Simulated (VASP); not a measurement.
# CsPbCl3 (Pm-3m) in VASP: single point with PBE

Aim: the single point of CsPbCl3 with PBE.

Everything below comes from runs of VASP 6.6.1. Logs are shortened: lines on timing, memory, paths and dates and some standing lists are left out, and cuts for length are marked.

**1. The cell of the first run**

Symmetry: Pm-3m, No. 221, cubic system. The conventional cell has a = 5.677 Å, b = 5.677 Å, c = 5.677 Å, α = 90.00°, β = 90.00°, γ = 90.00°. Cs (site symmetry m-3m) has 12 Cl at 4.01 Å and 8 Pb at 4.92 Å within 5.3 Å. Pb (site symmetry m-3m) has 6 Cl at 2.84 Å within 3.7 Å. Within 3.7 Å of Cl (site symmetry 4/mmm) lie 2 Pb at 2.84 Å.

**2. Single point, PBE**

File INCAR:

```
  ALGO = Normal
  EDIFF = 1E-7
  ENCUT = 520
  GGA = PE
  ISIF = 2
  ISMEAR = 0
  LASPH = T
  LCHARG = F
  LREAL = F
  LWAVE = F
  NBANDS = 30
  NELM = 100
  PREC = Accurate
  SIGMA = 0.01
```

File KPOINTS:

```
k-points
0
Gamma
  4 4 4
```

File POSCAR:

```
CsPbCl3
1.0
    5.6767295250      0.0000000000      0.0000000000
    0.0000000000      5.6767295250      0.0000000000
    0.0000000000      0.0000000000      5.6767295250
Cs Pb Cl
1 1 3
Direct
    0.0000000000      0.0000000000      0.0000000000
    0.5000000000      0.5000000000      0.5000000000
    0.5000000000      0.5000000000      0.0000000000
    0.0000000000      0.5000000000      0.5000000000
    0.5000000000      0.0000000000      0.5000000000
```

Potentials or basis: VASP PAW PBE potentials, release 64 (Cs_sv, Pb_d, Cl).

Run with:

```sh
$ cat potpaw_PBE.64/Cs_sv/POTCAR potpaw_PBE.64/Pb_d/POTCAR potpaw_PBE.64/Cl/POTCAR > POTCAR
$ mpirun -np 1 vasp_std > vasp.out
```

OUTCAR:

```text
EDIFF = 1E-7
   ENCUT = 520
   GGA = PE
   ISIF = 2
   ISMEAR = 0
   LASPH = T
   LREAL = F
   NELM = 100
   PREC = Accurate

 ion  position               nearest neighbor table
   1  0.000  0.000  0.000-
   2  0.500  0.500  0.500-   3 2.84   4 2.84   5 2.84   3 2.84   5 2.84   4 2.84
   3  0.500  0.500  0.000-   2 2.84   2 2.84
   4  0.000  0.500  0.500-   2 2.84   2 2.84
   5  0.500  0.000  0.500-   2 2.84   2 2.84

  LATTYP: Found a simple cubic cell.
 ALAT       =     5.6767295250

  Lattice vectors:

 A1 = (   5.6767295250,   0.0000000000,   0.0000000000)
 A2 = (   0.0000000000,   5.6767295250,   0.0000000000)
 A3 = (   0.0000000000,   0.0000000000,   5.6767295250)

Analysis of symmetry for initial positions (statically):
=====================================================================
 Subroutine PRICEL returns:
 Original cell was already a primitive cell.

 Routine SETGRP: Setting up the symmetry group for a
 simple cubic supercell.

 Subroutine GETGRP returns: Found 48 space group operations
 (whereof 48 operations were pure point group operations)
 out of a pool of 48 trial point group operations.

The static configuration has the point symmetry O_h .

Analysis of symmetry for dynamics (positions and initial velocities):
=====================================================================
 Subroutine PRICEL returns:
 Original cell was already a primitive cell.

 Routine SETGRP: Setting up the symmetry group for a
 simple cubic supercell.

 Subroutine GETGRP returns: Found 48 space group operations
 (whereof 48 operations were pure point group operations)
 out of a pool of 48 trial point group operations.

The dynamic configuration has the point symmetry O_h .

 Subroutine INISYM returns: Found 48 space group operations
 (whereof 48 operations are pure point group operations),
 and found     1 'primitive' translations

----------------------------------------------------------------------------------------

                                     Primitive cell

  volume of cell :     182.9341

  direct lattice vectors                    reciprocal lattice vectors
     5.676729525  0.000000000  0.000000000     0.176157768  0.000000000  0.000000000
     0.000000000  5.676729525  0.000000000     0.000000000  0.176157768  0.000000000
[... 75 lines left out ...]
   NELM   =    100;   NELMIN=  2; NELMDL= -5     # of ELM steps
   EDIFF  = 0.1E-06   stopping-criterion for ELM
   LREAL  =      F    real-space projection
   EDIFFG = 0.1E-05   stopping-criterion for IOM
   NSW    =      0    number of steps for IOM
   IBRION =     -1    ionic relax: 0-MD 1-quasi-New 2-CG
   NFREE  =      0    steps in history (QN), initial steepest desc. (CG)
   ISIF   =      2    stress and relaxation
   ISYM   =      2    0-nonsym 1-usesym 2-fastsym
   POTIM  = 0.5000    time-step for ionic-motion
   TEBEG  =    0.0;   TEEND  =   0.0 temperature during run
   PSTRESS=    0.0 pullay stress
   NELECT =      44.0000    total number of electrons
   NUPDOWN=      -1.0000    fix difference up-down
   EMIN   =  10.00;   EMAX   =-10.00  energy-range for DOS
   EFERMI =   0.00;   METHOD = LEGACY
   ISMEAR =     0;   SIGMA  =   0.01  broadening in eV -4-tet -1-fermi 0-gaus
   EFERMI_NEDOS =   21; number of points for ismear=-14 and -15
   IALGO  =     38    algorithm
   IMIX   =      4    mixing-type and parameters
     AMIX     =   0.40;   BMIX     =  1.00
     AMIX_MAG =   1.60;   BMIX_MAG =  1.00
  volume/ion in A,a.u.               =      36.59       246.90
  Fermi-wavevector in a.u.,A,eV,Ry     =   1.018109  1.923947 14.103058  1.036546
  Thomas-Fermi vector in A             =   2.151548
   LORBIT       =      0    0 simple, 1 ext, 2 COOP (PROOUT), +10 PAW based schemes
   GGA     = PE    functional components
   LHFCALC =     F    Hartree Fock is set to
   AEXX    =    0.0000 exact exchange contribution
   IVDW    =     0    specifies the selected vdW correction
   LEPSILON=     F    determine dielectric tensor
   LRPA    =     F    only Hartree local field effects (RPA)
 non-spin polarized calculation
 Gauss-broadening in eV      SIGMA  =   0.01
  energy-cutoff  :      520.00
  volume of cell :      182.93
 maximum number of plane-waves:      4956
   NGX = 21   NGY = 21   NGZ = 21

 number of electron      44.0000021 magnetization

 Free energy of the ion-electron system (eV)
  ---------------------------------------------------
  ext. energy  EPLUGINS =         0.00000000
  ---------------------------------------------------
  free energy    TOTEN  =       -17.53453480 eV

  energy without entropy =      -17.53453480  energy(sigma->0) =      -17.53453480

 E-fermi :   1.4378     XC(G=0):  -7.6577

 val. band max:        1.3270684985   @ k =   0.5000   0.5000   0.5000
 cond. band min:       3.4238746699   @ k =   0.5000   0.5000   0.5000
 fundamental gap:      2.0968061714
 Fermi energy:         1.4377849505

 k-point     1 :       0.0000    0.0000    0.0000
  band No.  band energies     occupation
      1     -19.8498      2.00000
      2     -15.3149      2.00000
      3     -15.3149      2.00000
      4     -15.1224      2.00000
      5     -15.1224      2.00000
      6     -15.1224      2.00000
[... 319 lines left out ...]
     29       7.0833      0.00000
     30       8.2490      0.00000

------------------------ aborting loop because EDIFF is reached ----------------------------------------

  FORCE on cell =-STRESS in cart. coord.  units (eV):
  Direction    XX          YY          ZZ          XY          YZ          ZX
  --------------------------------------------------------------------------------------
  -------------------------------------------------------------------------------------
  Total        0.8556562      0.8556562      0.8556562      0.0000000      0.0000000      0.0000000
  in kB        7.4940273      7.4940273      7.4940273      0.0000000      0.0000000      0.0000000
  external PRESSURE =       7.4940273 kB  Pullay stress =       0.0000000 kB

 VOLUME and BASIS-vectors are now :
 -----------------------------------------------------------------------------
  energy-cutoff  :      520.00
  volume of cell :      182.93
      direct lattice vectors                 reciprocal lattice vectors
     5.676729525  0.000000000  0.000000000     0.176157768  0.000000000  0.000000000
     0.000000000  5.676729525  0.000000000     0.000000000  0.176157768  0.000000000
     0.000000000  0.000000000  5.676729525     0.000000000  0.000000000  0.176157768

 POSITION                                       TOTAL-FORCE (eV/Angst)
 -----------------------------------------------------------------------------------
      0.00000      0.00000      0.00000         0.000000      0.000000      0.000000
      2.83836      2.83836      2.83836         0.000000      0.000000      0.000000
      2.83836      2.83836      0.00000         0.000000      0.000000      0.000000
      0.00000      2.83836      2.83836         0.000000      0.000000      0.000000
      2.83836      0.00000      2.83836         0.000000      0.000000      0.000000
 -----------------------------------------------------------------------------------
    total drift:                                0.000000     -0.000000     -0.000000

  FREE ENERGIE OF THE ION-ELECTRON SYSTEM (eV)
  ---------------------------------------------------
  free  energy   TOTEN  =       -17.5345347963 eV

  energy  without entropy=      -17.5345347963  energy(sigma->0) =      -17.53453480
```

OSZICAR:

```text
N       E                     dE             d eps       ncg     rms          rms(c)
DAV:   1     0.416563728223E+03    0.41656E+03   -0.19064E+04   600   0.133E+03
DAV:   2     0.308133736979E+02   -0.38575E+03   -0.36928E+03   736   0.315E+02
DAV:   3    -0.165660470587E+02   -0.47379E+02   -0.46913E+02   760   0.117E+02
DAV:   4    -0.184005737388E+02   -0.18345E+01   -0.18285E+01   774   0.294E+01
DAV:   5    -0.184583483433E+02   -0.57775E-01   -0.57738E-01   794   0.446E+00    0.509E+00
DAV:   6    -0.175660989075E+02    0.89225E+00   -0.15523E+00   842   0.126E+01    0.332E+00
DAV:   7    -0.175209470891E+02    0.45152E-01   -0.60692E-01   896   0.432E+00    0.189E+00
DAV:   8    -0.175363481710E+02   -0.15401E-01   -0.80788E-02   800   0.222E+00    0.294E-01
DAV:   9    -0.175339093893E+02    0.24388E-02   -0.18325E-02   928   0.104E+00    0.134E-01
DAV:  10    -0.175344593853E+02   -0.55000E-03   -0.19783E-03   710   0.262E-01    0.529E-02
DAV:  11    -0.175345330947E+02   -0.73709E-04   -0.18584E-04   824   0.107E-01    0.108E-02
DAV:  12    -0.175345347788E+02   -0.16841E-05   -0.23691E-05   802   0.530E-02    0.370E-03
DAV:  13    -0.175345347940E+02   -0.15224E-07   -0.21781E-06   748   0.796E-03    0.221E-03
DAV:  14    -0.175345347963E+02   -0.23429E-08   -0.53929E-07   686   0.630E-03
   1 F= -.17534535E+02 E0= -.17534535E+02  d E =-.511506E-57
```

Wall time 57 s (1 thread of Intel Xeon Platinum 8488C (Sapphire Rapids), shared host); peak memory 0.28 GiB.

What came out:

```
Free energy            : -17.5345 eV
Pressure               : 0.7 GPa
Band gap on the k mesh : 2.10 eV, direct
```

Caveat: spin-orbit coupling is left out, which moves the levels of the heavy elements. PBE gaps usually lie below the measured ones, often by a third to a half.
